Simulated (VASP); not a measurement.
Wanted: the native input for a VASP 6.6.1 run.

| Property | Result |
| --- | --- |
| Task | single point |
| Functional | PBE |
| Potentials or basis | VASP PAW PBE potentials, release 64 (W_sv, Si) |
| Cutoff | 520 eV |
| k mesh | 10 × 10 × 8 |
| Occupations | fermi-dirac, width 0.1 eV |
| Spin | no spin polarisation |
| Dipole correction | no |
| Further INCAR settings | ALGO = Normal; EDIFF = 1e-07; NBANDS = 18 |

The structure of Si2W (AlB2 type) lies in POSCAR:

```
Si2W
1.0
    3.6307042723      0.0000000000      0.0000000000
   -1.8153521361      3.1442821334      0.0000000000
    0.0000000000      0.0000000000      2.3060041957
W Si
1 2
Direct
    0.0000000000      0.0000000000      0.0000000000
    0.3333333333      0.6666666667      0.5000000000
    0.6666666667      0.3333333333      0.5000000000
```

The input as run:

INCAR

```
  PREC = Accurate
  ENCUT = 520
  EDIFF = 1E-7
  ISMEAR = -1
  SIGMA = 0.1
  LREAL = False
  LASPH = True
  NELM = 100
  ALGO = Normal
  ISIF = 2
  LWAVE = False
  LCHARG = False
  GGA = PE
  NBANDS = 18
```

KPOINTS

```
regular mesh
0
Gamma
  10 10 8
```

Potentials or basis: VASP PAW PBE potentials, release 64 (W_sv, Si).

The run is started by

```sh
$ cat potpaw_PBE.64/W_sv/POTCAR potpaw_PBE.64/Si/POTCAR > POTCAR
$ mpirun -np 1 vasp_std > vasp.out
```

Results of the run:

```yaml
Pressure: 246.1 GPa
Band_gap_on_the_k_mesh: zero (band 11 reaches 21.37 eV, above the bottom of band 12 at 16.87 eV)
```

Caveat: spin-orbit coupling is left out, which moves the levels of the heavy elements.

Run time: 12 s on 1 thread of Intel(R) Xeon(R) 6975P-C (Granite Rapids), with other jobs on the host, peak memory 0.16 GiB.
